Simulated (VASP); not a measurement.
## BeTe: relaxation of cell and atoms with PBEsol

BeTe:

```
Be Te
1.0
     0.00000    2.77000    2.77000
     2.77000    0.00000    2.77000
     2.77000    2.77000    0.00000
Be Te
1 1
Direct
  0.00000 0.00000 0.00000
  0.25000 0.25000 0.25000
```

```json
{
 "Program": "VASP 6.6.1",
 "Task": "relaxation of cell and atoms",
 "Functional": "PBEsol",
 "Potentials or basis": "VASP PAW PBE potentials, release 64 (Be, Te)",
 "Cutoff": "600 eV",
 "k mesh": "6 × 6 × 6",
 "Occupations": "fermi-dirac, width 0.01 eV",
 "Spin": "no spin polarisation",
 "Dipole correction": "no",
 "Further INCAR settings": "ALGO = Normal; EDIFF = 1e-07; IBRION = 2; EDIFFG = -0.02; NSW = 80; ISIF = 3"
}
```

```json
{"Relaxed volume": "22.11 Å³/atom", "Relaxed cell": "a = 3.969 Å, b = 3.969 Å, c = 3.969 Å, α = 60.00°, β = 60.00°, γ = 60.00°", "Space group after relaxing (to 0.1 Å)": "F-43m (No. 216)", "Energy gained by relaxing": "6.7 meV/atom", "Ionic steps": "3", "Pressure after relaxing": "0.0 GPa", "Band gap on the k mesh": "1.83 eV (least direct gap 3.59 eV)"}
```

The path:
| step | energy change (eV) | largest force (eV/Å) | pressure (GPa) | volume (Å³) |
| --- | --- | --- | --- | --- |
| 1 | 0.0000 | 0.0000 | 2.59 | 42.51 |
| 2 | -0.0126 | 0.0000 | -0.56 | 44.65 |
| 3 | -0.0134 | 0.0000 | 0.00 | 44.22 |

Final structure:
```
CELL_PARAMETERS angstrom
0.00000 2.80680 2.80680
2.80680 0.00000 2.80680
2.80680 2.80680 0.00000
ATOMIC_POSITIONS crystal
Be 0.00000 0.00000 0.00000
Te 0.25000 0.25000 0.25000
```

Levels at points of the mesh, in eV from the valence-band top:
| k point | band 2 | band 3 | band 4 | band 5 | band 6 | band 7 |
| --- | --- | --- | --- | --- | --- | --- |
| (0.00, 0.00, 0.00) | 0.00 | 0.00 | 0.00 | 3.59 | 3.59 | 3.59 |
| (0.50, 0.00, 0.00) | -5.64 | -1.15 | -1.15 | 3.06 | 4.55 | 4.55 |
| (0.50, 0.50, 0.00) | -5.18 | -2.70 | -2.70 | 1.83 | 2.60 | 9.77 |

It took 40 s on 1 thread of Intel Xeon 8259CL, on a shared host, peak memory 0.18 GiB.

Caveat: the PAW data sets were made with another functional, which shifts forces and pressure a little; spin-orbit coupling is left out, which moves the levels of the heavy elements. A k mesh can miss the band edges.
